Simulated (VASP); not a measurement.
# SiC16 in VASP: further runs

Runs on SiC16. Level: PBE+D3(BJ). Tasks: single point.

All numbers are computed with VASP 6.6.1; they aren't measurements. Logs are shortened: lines on timing, memory, paths and dates and some standing lists are left out, and cuts for length are marked.

### Step 1. The cell of the first run

The cell holds a slab with vacuum, 17 atoms: a = 4.930 Å, b = 4.422 Å, c = 22.694 Å, α = 90.00°, β = 90.00°, γ = 90.00°.

### Step 2. Single point, PBE+D3(BJ), collinear spin

INCAR reads:

```
PREC     = Accurate       # precision mode
ENCUT    = 520            # plane-wave cutoff, eV
EDIFF    = 1E-7           # SCF threshold, eV
ISMEAR   = 0              # smearing method
SIGMA    = 0.05           # smearing width, eV
LREAL    = Auto         
LASPH    = T              # aspherical terms in the spheres
NELM     = 150            # most SCF steps
ALGO     = Normal         # electronic algorithm
ISIF     = 2              # what is computed and relaxed
LWAVE    = F              # write WAVECAR
LCHARG   = T              # write CHGCAR
ISPIN    = 2              # spin polarisation
MAGMOM   = 0 0 0 0 0 0 0 0 0 0 0 0 0 0 0 0 2 # initial moments
LORBIT   = 11             # projections on sites
LDIPOL   = T            
IDIPOL   = 3            
DIPOL    = 0.5 0.5 0.310
GGA      = PE             # functional
IVDW     = 12             # dispersion correction
LELF     = T              # ELF
LVHAR    = T            
LVACPOTAV= T            
NBANDS   = 52             # bands
```

KPOINTS reads:

```
Automatic mesh
0
Gamma
  6 6 1
```

POSCAR reads:

```
SiC16
1.0
    4.9298676323      0.0000000000      0.0000000000
    0.0000000000      4.4224271195      0.0000000000
    0.0000000000      0.0000000000     22.6937497910
C Si
16 1
Direct
    0.2500000000      0.4155274488      0.1762599851
    0.7500000000      0.4155274488      0.1762599851
    0.0000000000      0.5195584910      0.2001803947
    0.5000000000      0.5195584910      0.2001803947
    0.0000000000      0.7272227621      0.2480852155
    0.5000000000      0.7272227621      0.2480852155
    0.2500000000      0.8312538043      0.2720056251
    0.7500000000      0.8312538043      0.2720056251
    0.2500000000      0.0442051686      0.3198734326
    0.7500000000      0.0442051686      0.3198734326
    0.0000000000      0.1500808487      0.3425973485
    0.5000000000      0.1500808487      0.3425973485
    0.0000000000      0.3779776253      0.3900566375
    0.5000000000      0.3779776253      0.3900566375
    0.2500000000      0.4764186278      0.4095290499
    0.7500000000      0.4764186278      0.4095290499
    0.5000000000      1.1430852945      0.5461305384
```

Potentials or basis: VASP PAW PBE potentials, release 64 (C, Si).

Command:

```bash
cat potpaw_PBE.64/C/POTCAR potpaw_PBE.64/Si/POTCAR > POTCAR
mpirun -np 1 vasp_std > vasp.out
```

OUTCAR:

```text
PREC = Accurate
   ENCUT = 520
   EDIFF = 1E-7
   ISMEAR = 0
   LREAL = Auto
   LASPH = T
   NELM = 150
   ISIF = 2
   ISPIN = 2
   LORBIT = 11
   GGA = PE
   IVDW = 12
 IVDW          = 12

 ion  position               nearest neighbor table
   1  0.250  0.416  0.176-   3 1.42   4 1.42
   2  0.750  0.416  0.176-   3 1.42   4 1.42
   3  0.000  0.520  0.200-   5 1.42   2 1.42   1 1.42
   4  0.500  0.520  0.200-   6 1.42   2 1.42   1 1.42
   5  0.000  0.727  0.248-   3 1.42   7 1.42   8 1.42
   6  0.500  0.727  0.248-   4 1.42   7 1.42   8 1.42
   7  0.250  0.831  0.272-   5 1.42   6 1.42   9 1.44
   8  0.750  0.831  0.272-   5 1.42   6 1.42  10 1.44
   9  0.250  0.044  0.320-  11 1.42  12 1.42   7 1.44
  10  0.750  0.044  0.320-  11 1.42  12 1.42   8 1.44
  11  0.000  0.150  0.343-   9 1.42  10 1.42  13 1.48
  12  0.500  0.150  0.343-   9 1.42  10 1.42  14 1.48
  13  0.000  0.378  0.390-  15 1.38  16 1.38  11 1.48
  14  0.500  0.378  0.390-  15 1.38  16 1.38  12 1.48
  15  0.250  0.476  0.410-  13 1.38  14 1.38
  16  0.750  0.476  0.410-  13 1.38  14 1.38
  17  0.500  0.143  0.546-

  LATTYP: Found a simple orthorhombic cell.
 ALAT       =     4.4224271195
 B/A-ratio  =     1.1147425382
 C/A-ratio  =     5.1315147040

  Lattice vectors:

 A1 = (   0.0000000000,  -4.4224271195,   0.0000000000)
 A2 = (   4.9298676323,   0.0000000000,   0.0000000000)
 A3 = (   0.0000000000,   0.0000000000,  22.6937497910)

Analysis of symmetry for initial positions (statically):
=====================================================================
 Subroutine PRICEL returns:
 Original cell was already a primitive cell.

 Routine SETGRP: Setting up the symmetry group for a
 simple orthorhombic supercell.

 Subroutine GETGRP returns: Found  2 space group operations
 (whereof  2 operations were pure point group operations)
 out of a pool of  8 trial point group operations.

The static configuration has the point symmetry C_1h.

Analysis of symmetry for dynamics (positions and initial velocities):
=====================================================================
 Subroutine PRICEL returns:
 Original cell was already a primitive cell.

 Routine SETGRP: Setting up the symmetry group for a
 simple orthorhombic supercell.

 Subroutine GETGRP returns: Found  2 space group operations
 (whereof  2 operations were pure point group operations)
[... 181 lines left out ...]

 Free energy of the ion-electron system (eV)
  ---------------------------------------------------
  ext. energy  EPLUGINS =         0.00000000
  ---------------------------------------------------
  free energy    TOTEN  =      -136.04211387 eV

  energy without entropy =     -136.02199832  energy(sigma->0) =     -136.03205609

 E-fermi :  -2.1721     XC(G=0):  -4.4107

 val. band max:       -2.1729887052   @ k =   0.5000   0.0000   0.0000
 cond. band min:      -2.1648596062   @ k =   0.5000   0.3333   0.0000
 fundamental gap:      0.0081290990
 Fermi energy:        -2.1721131518

 spin component 1

 k-point     1 :       0.0000    0.0000    0.0000
  band No.  band energies     occupation
      1     -21.1781      1.00000
      2     -20.0633      1.00000
      3     -18.4291      1.00000
      4     -16.9195      1.00000
      5     -16.8909      1.00000
      6     -16.5882      1.00000
[... 773 lines left out ...]
     45       3.9416      0.00000
     46       4.4698      0.00000
 Fermi energy:        -2.1721131518

 spin component 2

 k-point     1 :       0.0000    0.0000    0.0000
  band No.  band energies     occupation
      1     -21.1551      1.00000
      2     -20.0253      1.00000
      3     -18.3850      1.00000
      4     -16.8929      1.00000
      5     -16.8752      1.00000
      6     -16.5528      1.00000
[... 773 lines left out ...]
     45       4.4180      0.00000
     46       4.5487      0.00000
 [bands above 46 left out]

------------------------ aborting loop because EDIFF is reached ----------------------------------------

 Edisp (eV)   -2.06701

 E8    (eV) :    -0.6211

  FORCE on cell =-STRESS in cart. coord.  units (eV):
  Direction    XX          YY          ZZ          XY          YZ          ZX
  --------------------------------------------------------------------------------------
  -------------------------------------------------------------------------------------
  Total       1.95505    -2.48168    -1.87869     0.00000     0.95353     0.00000
  in kB       6.33092    -8.03627    -6.08365     0.00000     3.08775     0.00000
  external pressure =       -2.60 kB  Pullay stress =        0.00 kB

 VOLUME and BASIS-vectors are now :
 -----------------------------------------------------------------------------
  energy-cutoff  :      520.00
  volume of cell :      494.77
      direct lattice vectors                 reciprocal lattice vectors
     4.929867632  0.000000000  0.000000000     0.202845203  0.000000000  0.000000000
     0.000000000  4.422427120  0.000000000     0.000000000  0.226120176  0.000000000
     0.000000000  0.000000000 22.693749791     0.000000000  0.000000000  0.044064996

 POSITION                                       TOTAL-FORCE (eV/Angst)
 -----------------------------------------------------------------------------------
      1.23247      1.83764      4.00000        -0.008574      1.234417      1.578882
      3.69740      1.83764      4.00000         0.008574      1.234417      1.578882
      0.00000      2.29771      4.54284         0.000000     -1.940629     -2.368152
      2.46493      2.29771      4.54284         0.000000     -1.961100     -2.370422
      0.00000      3.21609      5.62998         0.000000      0.840953      1.013545
      2.46493      3.21609      5.62998         0.000000      0.845883      1.007955
[... 9 lines left out ...]
      3.69740      2.10693      9.29375        -0.121997      0.198524      0.943639
      2.46493      0.63278     12.39375         0.000000      0.225508     -0.713331
 -----------------------------------------------------------------------------------
    total drift:                                0.000000     -0.020738     -0.036053

  FREE ENERGIE OF THE ION-ELECTRON SYSTEM (eV)
  ---------------------------------------------------
  free  energy   TOTEN  =      -138.1091194466 eV

  energy  without entropy=     -138.0890038909  energy(sigma->0) =     -138.09906167

 vacuum level on the upper side and lower side of the slab         2.105         4.120

 total charge

# of ion       s       p       d       tot
------------------------------------------
    1        0.922   1.516   0.000   2.438
    2        0.922   1.516   0.000   2.438
    3        0.864   1.775   0.000   2.638
    4        0.864   1.775   0.000   2.638
    5        0.869   1.763   0.000   2.631
    6        0.869   1.762   0.000   2.631
[... 9 lines left out ...]
   16        0.913   1.603   0.000   2.516
   17        0.963   0.501   0.000   1.464
--------------------------------------------------
tot         15.031  28.007   0.000  43.038

 magnetization (x)

# of ion       s       p       d       tot
------------------------------------------
    1        0.002   0.003   0.000   0.005
    2        0.002   0.003   0.000   0.005
    3       -0.000   0.001   0.000   0.001
    4        0.000   0.002   0.000   0.002
    5       -0.001  -0.002   0.000  -0.002
    6       -0.000  -0.002   0.000  -0.002
[... 9 lines left out ...]
   16        0.014   0.103   0.000   0.117
   17        0.005   0.382   0.000   0.387
--------------------------------------------------
tot          0.048   0.648   0.000   0.696
```

Run time: 1.9 h. Hardware: 1 thread of Oxide Virtual Turin-like, shared host; peak memory 1 GiB.

Results:

| Property | Result |
| --- | --- |
| Free energy | -138.1091 eV |
| Largest force | 3.076 eV/Å |
| Net moment | 1.88 μB per cell |
| Site moments | C +0.01, +0.00, -0.00, +0.04, +0.02, +0.12 (each value once); Si +0.39 μB |
| Valence electrons inside the program's atomic spheres | C 2.44, 2.64, 2.63, 2.65, 2.61, 2.67, 2.52 (each value once); Si 1.46 |
| Dispersion energy per atom | -0.122 eV |

Forces on the atoms (eV/Å):
```
C   -0.009  1.234  1.579
C    0.009  1.234  1.579
C    0.000 -1.941 -2.368
C    0.000 -1.961 -2.370
C    0.000  0.841  1.014
C    0.000  0.846  1.008
C   -0.013 -0.160 -0.207
C    0.013 -0.160 -0.207
C   -0.003 -0.054 -0.083
C    0.003 -0.054 -0.083
C    0.000  0.127  0.058
C    0.000  0.264 -0.020
C    0.000 -0.329 -0.397
C    0.000 -0.511 -0.677
C    0.122  0.199  0.944
C   -0.122  0.199  0.944
Si   0.000  0.226 -0.713
```

Caveat: a moment this small can come from the mesh or the smearing.

### Step 3. Single point, PBE+D3(BJ), collinear spin

INCAR reads:

```
ALGO     = Fast           # electronic algorithm
DIPOL    = 0.5 0.5 0.310
EDIFF    = 1E-7           # SCF threshold, eV
ENCUT    = 520            # plane-wave cutoff, eV
GGA      = PE             # functional
IDIPOL   = 3            
ISIF     = 2              # what is computed and relaxed
ISMEAR   = 0              # smearing method
ISPIN    = 2              # spin polarisation
IVDW     = 12             # dispersion correction
LASPH    = True           # aspherical terms in the spheres
LCHARG   = False          # write CHGCAR
LDIPOL   = True         
LORBIT   = 11             # projections on sites
LREAL    = Auto         
LWAVE    = False          # write WAVECAR
MAGMOM   = 0 0 0 0 0 0 0 0 0 0 0 0 0 0 0 0 2 # initial moments
NBANDS   = 52             # bands
NELM     = 150            # most SCF steps
PREC     = Accurate       # precision mode
SIGMA    = 0.05           # smearing width, eV
```

KPOINTS reads:

```
k-points
0
Gamma
  6 6 1
```

POSCAR: that of step 2 with these lines changed.

```diff
@@ -24,2 +24,2 @@
     0.7500000000      0.4764186278      0.4095290499
-    0.5000000000      1.1430852945      0.5461305384
+    0.5000000000      0.9764186278      0.5461305384
```

Potentials or basis: VASP PAW PBE potentials, release 64 (C, Si).

Command:

```bash
cat potpaw_PBE.64/C/POTCAR potpaw_PBE.64/Si/POTCAR > POTCAR
mpirun -np 1 vasp_std > vasp.out
```

Wall time 1.7 h (1 thread of Oxide Virtual Turin-like, shared host); peak memory 1 GiB.

The run converged. Its results:

```yaml
Free_energy: -138.1507 eV
Largest_force: 3.105 eV/Å
Net_moment: 1.84 μB per cell
Site_moments: C +0.00, -0.00, +0.04, +0.02, +0.01, +0.15 (each value once); Si +0.34 μB
Valence_electrons_inside_the_program's_atomic_spheres: C 2.44, 2.64, 2.63, 2.65, 2.61, 2.67, 2.51 (each value once); Si 1.46
Dispersion_energy_per_atom: -0.122 eV
```

Forces in eV/Å, atoms in the order of the input:
```
C   -0.004  1.251  1.599
C    0.004  1.251  1.599
C    0.000 -1.962 -2.389
C    0.000 -1.976 -2.396
C    0.000  0.846  1.015
C    0.000  0.857  1.016
C   -0.012 -0.166 -0.217
C    0.012 -0.166 -0.217
C    0.023 -0.072 -0.113
C   -0.023 -0.072 -0.113
C    0.000  0.135  0.127
C    0.000  0.206  0.080
C    0.000 -0.349 -0.402
C    0.000 -0.654 -0.723
C    0.234  0.571  0.940
C   -0.234  0.571  0.940
Si   0.000 -0.273 -0.747
```

Levels at points of the mesh, in eV from the Fermi level:
Spin up:
```csv
k point,band 31,band 32,band 33,band 34,band 35,band 36,band 37,band 38
"(0.00, 0.00, 0.00)",-0.96,-0.65,-0.34,-0.02,0.16,0.35,0.55,1.03
"(0.50, 0.00, 0.00)",-1.84,-0.95,-0.70,-0.27,-0.09,-0.07,0.25,1.12
"(0.00, 0.50, 0.00)",-0.91,-0.87,-0.34,-0.26,0.09,0.27,0.49,0.50
"(0.50, 0.50, 0.00)",-1.00,-0.74,-0.55,-0.29,-0.26,-0.04,-0.03,0.41
```
Spin down:
```
           k point  band 31  band 32  band 33  band 34  band 35  band 36
(0.00, 0.00, 0.00)    -0.35    -0.19    -0.11     0.15     0.65     1.04
(0.50, 0.00, 0.00)    -1.80    -0.12    -0.12     0.00     0.02     0.70
(0.00, 0.50, 0.00)    -0.37    -0.34    -0.14     0.08     0.50     0.70
(0.50, 0.50, 0.00)    -0.97    -0.25    -0.04    -0.03     0.25     0.58
```

Caveat: a moment this small can come from the mesh or the smearing.
